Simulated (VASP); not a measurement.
Wanted: the native input for a VASP 6.6.1 run.

```
Task                   : single point
Functional             : PBE
Potentials or basis    : VASP PAW PBE potentials, release 64 (Cu, F)
Cutoff                 : 520 eV
k mesh                 : 6 × 6 × 4
Occupations            : fermi-dirac, width 0.02 eV
Spin                   : no spin polarisation
Dipole correction      : no
Further INCAR settings : ALGO = Normal; EDIFF = 1e-07; NBANDS = 26
```

The structure of CuF lies in POSCAR:

```
CuF
1.0
    3.5086571400      0.0000000000      0.0000000000
   -1.7543285700      3.0385862164      0.0000000000
    0.0000000000      0.0000000000      5.0825198265
Cu F
2 2
Direct
    0.3333333333      0.6666666667      0.2500000000
    0.6666666667      0.3333333333      0.7500000000
    0.6666666667      0.3333333333      0.2500000000
    0.3333333333      0.6666666667      0.7500000000
```

One way to write it, as run:

INCAR

```
SYSTEM = CuF
  PREC = Accurate
  ENCUT = 520
  EDIFF = 1E-7
  ISMEAR = -1
  SIGMA = 0.02
  LREAL = .FALSE.
  LASPH = .TRUE.
  NELM = 60
  ALGO = Normal
  ISIF = 2
  LWAVE = .FALSE.
  LCHARG = .FALSE.
  GGA = PE
  NBANDS = 26
```

KPOINTS

```
Automatic mesh
0
G
  6 6 4
  0 0 0
```

Potentials or basis: VASP PAW PBE potentials, release 64 (Cu, F).

Run with:

```console
$ cat potpaw_PBE.64/Cu/POTCAR potpaw_PBE.64/F/POTCAR > POTCAR
$ mpirun -np 1 vasp_std > vasp.out
```

Results of the run:

* Pressure: 4.6 GPa
* Band gap on the k mesh: zero (band 18 reaches 3.33 eV, above the bottom of band 19 at 3.29 eV)

Caveat: semilocal functionals often make such compounds metallic where correlation or magnetic order opens a gap, which also shifts bond lengths.

Wall time 15 s on 1 thread of Intel(R) Xeon(R) 6975P-C (Granite Rapids), with other jobs on the host, peak memory 0.17 GiB.
